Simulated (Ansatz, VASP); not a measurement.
# Two plane-wave programs on Cu

The input INCAR:

```
ALGO = Normal ; EDIFF = 1E-7
ENCUT = 520 ; GGA = PS
ISIF = 2 ; ISMEAR = 0
LASPH = T ; LCHARG = T
LELF = T ; LREAL = F
LVHAR = T ; LWAVE = F
NBANDS = 12 ; NELM = 100
PREC = Accurate ; SIGMA = 0.15
```

The input KPOINTS:

```
k-points
0
Gamma
  22 22 22
```

POSCAR

```
Cu
1.0
    0.0000000000      1.8075000000      1.9521000000
    1.8075000000      0.0000000000      1.9521000000
    1.8075000000      1.8075000000      0.0000000000
Cu
1
Direct
    0.0000000000      0.0000000000      0.0000000000
```

Input for Ansatz:

```yaml
crystal:
  lattice:
    - [0.0, 1.8075, 1.9521]
    - [1.8075, 0.0, 1.9521]
    - [1.8075, 1.8075, 0.0]
  atoms:
    - { symbol: Cu, position: [0.0, 0.0, 0.0] }
basis:
  ecutwfc: 420
kpoints:
  mp_grid: { grid: [22, 22, 22] }
hamiltonian:
  xc: pbesol
scf:
  occupations: { method: gaussian, width: 0.15 }
output:
  forces: true
  stress: true
  eigenvalues: true
```

Change from the starting cell: strain +0.000 along x and y, +0.080 along z, atoms carried along.

Alike in both runs: task single point; functional PBEsol; k mesh 22 × 22 × 22; occupations gaussian, width 0.15 eV; no spin polarisation.

```csv
,VASP,Ansatz
version,VASP 6.6.1,Ansatz 0.2.0
potentials or method,"VASP PAW PBE potentials, release 64 (Cu), cutoff 520 eV","scalar-relativistic, plane waves, PAW"
valence electrons in the cell,11,19
```

```tsv
	VASP	Ansatz	Ansatz less VASP
gap on the k mesh at the Fermi level (eV)	none	none	-
pressure (GPa)	-14.1	-14.7	-0.67
traceless stress, the component that is largest in VASP (GPa)	-3.06	-3.08	-0.019
```

VASP's potentials were made for PBE, not for PBEsol. A gap of «none» marks a metal or a gap that the smearing closes. VASP's potentials hold 11 valence electrons a cell and Ansatz's 19, so a difference there can come from the potentials and not from the codes.
